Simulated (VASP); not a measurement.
# Bi3O (Pm-3n) in VASP: relaxation of cell and atoms with PBE

Aim: the relaxation of cell and atoms of Bi3O with PBE.

Program: VASP 6.6.1. These are calculated values, not measurements. Logs are shortened: lines on timing, memory, paths and dates and some standing lists are left out, and cuts for length are marked.

### Step 1. The cell of the first run

It takes space group Pm-3n (No. 223, cubic). Conventional cell: a = 5.856 Å, b = 5.856 Å, c = 5.856 Å, α = 90.00°, β = 90.00°, γ = 90.00°. Bi (site symmetry -4m2) has 10 Bi at 2.93 to 3.59 Å and 4 O at 3.27 Å within 3.9 Å. Within 4.3 Å of O (site symmetry m-3) lie 12 Bi at 3.27 Å.

The cell was generated, and may not be a known phase.

### Step 2. Relaxation of cell and atoms, PBE

Input file INCAR:

```
SYSTEM = Bi3O
  PREC = Accurate
  ENCUT = 600
  EDIFF = 1E-7
  ISMEAR = 0
  SIGMA = 0.1
  LREAL = .FALSE.
  LASPH = .TRUE.
  NELM = 80
  ALGO = Normal
  ISIF = 3
  LWAVE = .FALSE.
  LCHARG = .FALSE.
  GGA = PE
  IBRION = 2
  NSW = 100
  EDIFFG = -0.01
```

Input file KPOINTS:

```
regular mesh
0
G
  6 6 6
  0 0 0
```

Input file POSCAR:

```
Bi3O
1.0
    5.8555256400      0.0000000000      0.0000000000
    0.0000000000      5.8555256400      0.0000000000
    0.0000000000      0.0000000000      5.8555256400
Bi O
6 2
Direct
    0.2500000000      0.0000000000      0.5000000000
    0.5000000000      0.7500000000      0.0000000000
    0.7500000000      0.0000000000      0.5000000000
    0.5000000000      0.2500000000      0.0000000000
    0.0000000000      0.5000000000      0.7500000000
    0.0000000000      0.5000000000      0.2500000000
    0.0000000000      0.0000000000      0.0000000000
    0.5000000000      0.5000000000      0.5000000000
```

Potentials or basis: VASP PAW PBE potentials, release 64 (Bi_d, O).

Command:

```
> cat potpaw_PBE.64/Bi_d/POTCAR potpaw_PBE.64/O/POTCAR > POTCAR
> mpirun -np 1 vasp_std > vasp.out
```

OUTCAR:

```text
SYSTEM = Bi3O
   PREC = Accurate
   ENCUT = 600
   EDIFF = 1E-7
   ISMEAR = 0
   LREAL = .FALSE.
   LASPH = .TRUE.
   NELM = 80
   ISIF = 3
   GGA = PE
   IBRION = 2
   NSW = 100
   EDIFFG = -0.01

 ion  position               nearest neighbor table
   1  0.250  0.000  0.500-   3 2.93   3 2.93   4 3.59   5 3.59   6 3.59   2 3.59   4 3.59   5 3.59
                             6 3.59   2 3.59
   2  0.500  0.750  0.000-   4 2.93   4 2.93   1 3.59   5 3.59   6 3.59   1 3.59   3 3.59   3 3.59
                             5 3.59   6 3.59
   3  0.750  0.000  0.500-   1 2.93   1 2.93   4 3.59   5 3.59   6 3.59   2 3.59   4 3.59   5 3.59
                             6 3.59   2 3.59
   4  0.500  0.250  0.000-   2 2.93   2 2.93   3 3.59   5 3.59   6 3.59   1 3.59   3 3.59   1 3.59
                             5 3.59   6 3.59
   5  0.000  0.500  0.750-   6 2.93   6 2.93   3 3.59   4 3.59   1 3.59   2 3.59   1 3.59   3 3.59
                             2 3.59   4 3.59
   6  0.000  0.500  0.250-   5 2.93   5 2.93   3 3.59   4 3.59   1 3.59   2 3.59   1 3.59   3 3.59
                             2 3.59   4 3.59
   7  0.000  0.000  0.000-
   8  0.500  0.500  0.500-

  LATTYP: Found a simple cubic cell.
 ALAT       =     5.8555256400

  Lattice vectors:

 A1 = (   5.8555256400,   0.0000000000,   0.0000000000)
 A2 = (   0.0000000000,   5.8555256400,   0.0000000000)
 A3 = (   0.0000000000,   0.0000000000,   5.8555256400)

Analysis of symmetry for initial positions (statically):
=====================================================================
 Subroutine PRICEL returns:
 Original cell was already a primitive cell.

 Routine SETGRP: Setting up the symmetry group for a
 simple cubic supercell.

 Subroutine GETGRP returns: Found 48 space group operations
 (whereof 24 operations were pure point group operations)
 out of a pool of 48 trial point group operations.

The static configuration has the point symmetry T_h .
 The point group associated with its full space group is O_h .

Analysis of symmetry for dynamics (positions and initial velocities):
=====================================================================
 Subroutine PRICEL returns:
 Original cell was already a primitive cell.

 Routine SETGRP: Setting up the symmetry group for a
 simple cubic supercell.

 Subroutine GETGRP returns: Found 48 space group operations
 (whereof 24 operations were pure point group operations)
 out of a pool of 48 trial point group operations.

The dynamic configuration has the point symmetry T_h .
[... 97 lines left out ...]
 SYSTEM =  Bi3O
   PREC   = accura    normal or accurate (medium, high low for compatibility)
   ISTART =      0    job   : 0-new  1-cont  2-samecut
   ICHARG =      2    charge: 1-file 2-atom 10-const
   ISPIN  =      1    spin polarized calculation?
   LNONCOLLINEAR =      F non collinear calculations
   LSORBIT =      F    spin-orbit coupling
   LASPH  =      T    aspherical Exc in radial PAW
   ENCUT  =  600.0 eV  44.10 Ry    6.64 a.u.  11.69 11.69 11.69*2*pi/ulx,y,z
   NELM   =     80;   NELMIN=  2; NELMDL= -5     # of ELM steps
   EDIFF  = 0.1E-06   stopping-criterion for ELM
   LREAL  =      F    real-space projection
   EDIFFG = -.1E-01   stopping-criterion for IOM
   NSW    =    100    number of steps for IOM
   IBRION =      2    ionic relax: 0-MD 1-quasi-New 2-CG
   NFREE  =      1    steps in history (QN), initial steepest desc. (CG)
   ISIF   =      3    stress and relaxation
   ISYM   =      2    0-nonsym 1-usesym 2-fastsym
   POTIM  = 0.5000    time-step for ionic-motion
   TEBEG  =    0.0;   TEEND  =   0.0 temperature during run
   PSTRESS=    0.0 pullay stress
   NELECT =     102.0000    total number of electrons
   NUPDOWN=      -1.0000    fix difference up-down
   EMIN   =  10.00;   EMAX   =-10.00  energy-range for DOS
   EFERMI =   0.00;   METHOD = LEGACY
   ISMEAR =     0;   SIGMA  =   0.10  broadening in eV -4-tet -1-fermi 0-gaus
   EFERMI_NEDOS =   21; number of points for ismear=-14 and -15
   IALGO  =     38    algorithm
   IMIX   =      4    mixing-type and parameters
     AMIX     =   0.40;   BMIX     =  1.00
     AMIX_MAG =   1.60;   BMIX_MAG =  1.00
  volume/ion in A,a.u.               =      25.10       169.36
  Fermi-wavevector in a.u.,A,eV,Ry     =   1.306298  2.468546 23.217186  1.706415
  Thomas-Fermi vector in A             =   2.437110
   LORBIT       =      0    0 simple, 1 ext, 2 COOP (PROOUT), +10 PAW based schemes
   GGA     = PE    functional components
   LHFCALC =     F    Hartree Fock is set to
   AEXX    =    0.0000 exact exchange contribution
   IVDW    =     0    specifies the selected vdW correction
   LEPSILON=     F    determine dielectric tensor
   LRPA    =     F    only Hartree local field effects (RPA)
 conjugate gradient relaxation of ions
 non-spin polarized calculation
 Gauss-broadening in eV      SIGMA  =   0.10
  energy-cutoff  :      600.00
  volume of cell :      200.77
 maximum number of plane-waves:      6776
 NGX is ok and might be reduce to    48
   NGX = 23   NGY = 23   NGZ = 23

--------------------------------------- Ionic step        1  -------------------------------------------

 number of electron     101.9999950 magnetization

 Free energy of the ion-electron system (eV)
  ---------------------------------------------------
  ext. energy  EPLUGINS =         0.00000000
  ---------------------------------------------------
  free energy    TOTEN  =       -29.57942148 eV

  energy without entropy =      -29.55575750  energy(sigma->0) =      -29.56758949

------------------------ aborting loop because EDIFF is reached ----------------------------------------

  FORCE on cell =-STRESS in cart. coord.  units (eV):
  Direction    XX          YY          ZZ          XY          YZ          ZX
  --------------------------------------------------------------------------------------
  -------------------------------------------------------------------------------------
  Total        2.1133323      2.1133323      2.1133323     -0.0000000      0.0000000      0.0000000
  in kB       16.8647812     16.8647812     16.8647812     -0.0000000      0.0000000      0.0000000
  external PRESSURE =      16.8647812 kB  Pullay stress =       0.0000000 kB
[... 71 lines left out ...]
--------------------------------------- Ionic step        3  -------------------------------------------

 number of electron     101.9999947 magnetization

 Free energy of the ion-electron system (eV)
  ---------------------------------------------------
  ext. energy  EPLUGINS =         0.00000000
  ---------------------------------------------------
  free energy    TOTEN  =       -29.60806001 eV

  energy without entropy =      -29.58106674  energy(sigma->0) =      -29.59456337

 E-fermi :   7.1178     XC(G=0): -10.2636

 val. band max:        7.1088900724   @ k =   0.5000   0.5000   0.3333
 cond. band min:       7.1536695606   @ k =   0.5000   0.5000   0.1667
 fundamental gap:      0.0447794882
 Fermi energy:         7.1177821668

 k-point     1 :       0.0000    0.0000    0.0000
  band No.  band energies     occupation
      1     -16.5525      2.00000
      2     -16.5396      2.00000
      3     -16.5396      2.00000
      4     -16.3199      2.00000
      5     -16.3199      2.00000
      6     -16.3199      2.00000
[... 1304 lines left out ...]
  FREE ENERGIE OF THE ION-ELECTRON SYSTEM (eV)
  ---------------------------------------------------
  free  energy   TOTEN  =       -29.6080600122 eV

  energy  without entropy=      -29.5810667368  energy(sigma->0) =      -29.59456337

 reached required accuracy - stopping structural energy minimisation
```

OSZICAR:

```text
N       E                     dE             d eps       ncg     rms          rms(c)
DAV:   1     0.143299488190E+04    0.14330E+04   -0.55157E+04  2453   0.231E+03
DAV:   2     0.196625361098E+03   -0.12364E+04   -0.12125E+04  2440   0.654E+02
DAV:   3    -0.176490739580E+02   -0.21427E+03   -0.20685E+03  2787   0.253E+02
[... 43 lines left out ...]
DAV:   8    -0.296080591228E+02    0.15469E-05   -0.24808E-05  2566   0.223E-02    0.339E-03
DAV:   9    -0.296080604245E+02   -0.13016E-05   -0.15156E-06  2110   0.560E-03    0.379E-03
DAV:  10    -0.296080601590E+02    0.26546E-06   -0.58435E-07  1894   0.307E-03    0.608E-04
DAV:  11    -0.296080600587E+02    0.10035E-06   -0.37632E-08  1305   0.126E-03    0.243E-04
DAV:  12    -0.296080600122E+02    0.46432E-07   -0.20526E-08  1280   0.110E-03
   3 F= -.29608060E+02 E0= -.29594563E+02  d E =-.286385E-01
```

Wall time 16 min (1 thread of Intel Xeon 8259CL, shared host); peak memory 0.48 GiB.

What came out:

| Item | Value |
| --- | --- |
| Free energy | -29.6081 eV |
| Relaxed volume | 25.79 Å³/atom |
| Relaxed cell | a = 5.909 Å, b = 5.909 Å, c = 5.909 Å, α = 90.00°, β = 90.00°, γ = 90.00° |
| Space group after relaxing (to 0.1 Å) | Pm-3n (No. 223) |
| Energy gained by relaxing | 3.6 meV/atom |
| Ionic steps | 3 |
| Pressure after relaxing | 0.0 GPa |
| Band gap on the k mesh | zero (bands 51 and 52 overlap by 0.93 eV) |

The path:
```
step  energy change (eV)  largest force (eV/Å)  pressure (GPa)  volume (Å³)
   1              0.0000                0.0000            1.69       200.77
   2             -0.0246                0.0000           -0.59       208.54
   3             -0.0286                0.0000            0.00       206.35
```

Final structure:
```
CELL_PARAMETERS angstrom
5.90931 0.00000 0.00000
0.00000 5.90931 0.00000
0.00000 0.00000 5.90931
ATOMIC_POSITIONS crystal
Bi 0.25000 0.00000 0.50000
Bi 0.50000 0.75000 0.00000
Bi 0.75000 0.00000 0.50000
Bi 0.50000 0.25000 0.00000
Bi 0.00000 0.50000 0.75000
Bi 0.00000 0.50000 0.25000
O 0.00000 0.00000 0.00000
O 0.50000 0.50000 0.50000
```

Levels at points of the mesh, in eV from the Fermi level:
| k point | band 47 | band 48 | band 49 | band 50 | band 51 | band 52 | band 53 | band 54 | band 55 | band 56 |
| --- | --- | --- | --- | --- | --- | --- | --- | --- | --- | --- |
| (0.00, 0.00, 0.00) | -2.12 | -0.79 | -0.79 | -0.79 | -0.65 | -0.65 | -0.65 | 1.86 | 1.86 | 1.86 |
| (0.50, 0.00, 0.00) | -1.25 | -1.25 | -0.49 | -0.49 | 0.22 | 0.22 | 0.83 | 0.83 | 0.91 | 0.91 |
| (0.50, 0.50, 0.00) | -1.25 | -1.21 | -0.71 | -0.71 | -0.06 | 0.07 | 0.32 | 0.32 | 1.27 | 1.40 |
| (0.50, 0.50, 0.50) | -0.30 | -0.30 | -0.30 | -0.30 | -0.30 | -0.30 | 1.09 | 1.09 | 1.09 | 1.09 |

Caveat: spin-orbit coupling is left out, which moves the levels of the heavy elements.

The gap in the log of VASP goes by the Fermi energy; the results here count the filled bands.